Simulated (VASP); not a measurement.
Here is a VASP 6.6.1 calculation.

Contents of INCAR:

```
PREC = Accurate
ENCUT = 520
EDIFF = 1E-6
ISMEAR = 0
SIGMA = 0.1
LREAL = F
LASPH = T
NELM = 60
ALGO = Normal
ISIF = 2
LWAVE = F
LCHARG = F
GGA = PE
NBANDS = 52
```

The input KPOINTS:

```
Automatic mesh
0
Gamma
  6 6 6
```

The input POSCAR:

```
TiSi2
1.0
    4.8035522622      0.0000000000      0.0000000000
    0.0000000000     -4.1340512656      4.2828589050
    0.0000000000     -4.1340512656     -4.2828589050
Ti Si
4 8
Direct
    0.2500000000      0.5000000000      0.0000000000
    0.7500000000      0.0000000000      0.5000000000
    0.0000000000      0.5000000000      0.5000000000
    0.5000000000      0.0000000000      1.0000000000
    0.7500000000      0.6631766429      0.1631766429
    0.2500000000      0.1631766429      0.6631766429
    0.7500000000      0.3368233571      0.8368233571
    0.2500000000      0.8368233571      0.3368233571
    0.0000000000      0.8368233571      0.8368233571
    0.5000000000      0.3368233571      0.3368233571
    0.0000000000      0.1631766429      0.1631766429
    0.5000000000      0.6631766429      0.6631766429
```

Potentials or basis: VASP PAW PBE potentials, release 64 (Ti_sv, Si).

Launch:

```sh
$ cat potpaw_PBE.64/Ti_sv/POTCAR potpaw_PBE.64/Si/POTCAR > POTCAR
$ mpirun -np 1 vasp_std > vasp.out
```

Task: What does it give for the band gap on the k mesh?

Result: Zero (band 40 reaches 10.48 eV, above the bottom of band 41 at 9.23 eV).

Task: What does it give for the pressure?

Result: 0.0 GPa.
